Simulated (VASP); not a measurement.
Set up this calculation in VASP 6.6.1, as the native input.

- Task: single point
- Functional: PBE
- Potentials or basis: VASP PAW PBE potentials, release 64 (W_sv, Se)
- Cutoff: 520 eV
- k mesh: 11 × 11 × 3
- Occupations: fermi-dirac, width 0.08 eV
- Spin: no spin polarisation
- Dipole correction: no
- Further INCAR settings: ALGO = Normal; EDIFF = 1e-07; NBANDS = 35

The structure of WSe2 lies in POSCAR:

```
WSe2
1.0
    3.2899984505     -0.0164499922     -0.0164499922
   -1.6592453364      2.8574472326     -0.0060211151
   -0.0648500000     -0.0648500000     12.9700000000
W Se
2 4
Direct
    0.3333333333      0.6666666667      0.2500000000
    0.6666666667      0.3333333333      0.7500000000
    0.3333333333      0.6666666667      0.6210000000
    0.6666666667      0.3333333333      0.1210000000
    0.3333333333      0.6666666667      0.8790000000
    0.6666666667      0.3333333333      0.3790000000
```

This cell differs from its parent crystal: equal xy, yz and zx shear strains of -1 %.

The input as run:

INCAR

```
  ALGO = Normal
  EDIFF = 1E-7
  ENCUT = 520
  GGA = PE
  ISIF = 2
  ISMEAR = -1
  LASPH = T
  LCHARG = F
  LREAL = F
  LWAVE = F
  NBANDS = 35
  NELM = 100
  PREC = Accurate
  SIGMA = 0.08
```

KPOINTS

```
k-points
0
Gamma
  11 11 3
```

Potentials or basis: VASP PAW PBE potentials, release 64 (W_sv, Se).

Command:

```sh
$ cat potpaw_PBE.64/W_sv/POTCAR potpaw_PBE.64/Se/POTCAR > POTCAR
$ mpirun -np 1 vasp_std > vasp.out
```

It gave:

```yaml
Pressure: 4.1 GPa
Largest_force: 0.328 eV/Å
Band_gap_on_the_k_mesh: 0.94 eV (least direct gap 1.73 eV)
```

Caveat: the cell differs from its parent crystal (equal xy, yz and zx shear strains of -1 %); the cell stands under pressure; spin-orbit coupling is left out, which moves the levels of the heavy elements.

Run time: 7.8 min on 1 thread of Intel(R) Xeon(R) Platinum 8488C (Sapphire Rapids) (shared host), peak memory 0.71 GiB.
